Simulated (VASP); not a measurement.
Write the native input for VASP 6.6.1 that does the following.

```
Task                   : single point
Functional             : PBE
Potentials or basis    : VASP PAW PBE potentials, release 64 (Al)
Cutoff                 : 500 eV
k mesh                 : 10 × 10 × 10
Occupations            : methfessel-paxton, width 0.41 eV
Spin                   : no spin polarisation
Dipole correction      : no
Further INCAR settings : ALGO = Normal; EDIFF = 1e-06; NBANDS = 8
```

The structure of Al lies in POSCAR:

```
Al
1.0
   -1.5912186900      1.5912186900      1.5912186900
    1.5912186900     -1.5912186900      1.5912186900
    1.5912186900      1.5912186900     -1.5912186900
Al
1
Direct
    0.0000000000      0.0000000000      0.0000000000
```

The input as run:

INCAR

```
PREC = Accurate
ENCUT = 500
EDIFF = 1E-6
ISMEAR = 1
SIGMA = 0.41
LREAL = F
LASPH = T
NELM = 120
ALGO = Normal
ISIF = 2
LWAVE = F
LCHARG = F
GGA = PE
NBANDS = 8
GGA_COMPAT = F
```

KPOINTS

```
Automatic mesh
0
Gamma
  10 10 10
```

Potentials or basis: VASP PAW PBE potentials, release 64 (Al).

The run is started by

```bash
$ cat potpaw_PBE.64/Al/POTCAR > POTCAR
$ mpirun -np 1 vasp_std > vasp.out
```

It gave:

- Pressure: 4.3 GPa

Run time: 9.2 s on 1 thread of AMD EPYC 7R13, on a shared host, peak memory 0.09 GiB.
